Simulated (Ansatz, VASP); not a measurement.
Two plane-wave programs on HgC2S2N2

```xyz
7
Lattice="5.4212 -2.0261 -0.0293 5.4212 2.0261 -0.0293 -0.6247 0.0000 6.5388" Properties=species:S:1:pos:R:3 pbc="T T T"
Hg    0.0000    0.0000    0.0000
C     2.7628    0.0000    1.4020
C     7.4549    0.0000    5.0782
S     1.2547    0.0000    2.0729
S     8.9630    0.0000    4.4073
N     3.8477    0.0000    0.9656
N     6.3699    0.0000    5.5146
```

Alike in both runs: functional r2SCAN; k mesh 4 × 4 × 4; occupations gaussian, width 0.1 eV; no spin polarisation.

Ansatz relaxed the structure, and its values are those at the end. VASP's run is a single point on that final structure, the one shown.

```csv
,VASP,Ansatz
version,VASP 6.6.1,Ansatz 0.2.0
potentials or method,"VASP PAW PBE potentials, release 64 (Hg_sv_GW, C, S, N), cutoff 770 eV","scalar-relativistic, plane waves, PAW"
valence electrons in the cell,50,50
```

|  | VASP | Ansatz | Ansatz less VASP |
| --- | --- | --- | --- |
| gap on the k mesh at the Fermi level (eV) | 2.64 | 2.63 | -0.018 |
| least direct gap on the mesh (eV) | 2.79 | 2.77 | -0.018 |
| pressure (GPa) | 0.1 | 0.0 | -0.07 |
| rms of the force components (eV/Å) | 0.260 | 0.005 | -0.2543 |

VASP's potentials were made for PBE, not for r2SCAN. One of these differences is far larger than is usual between the two programs; its cause wasn't traced. The functional is the same, so the differences come from potentials, cutoffs and numerics.

Spin-orbit coupling is off throughout. Noted on VASP's run: the standard files for N, O and F lose accuracy on very short bonds.
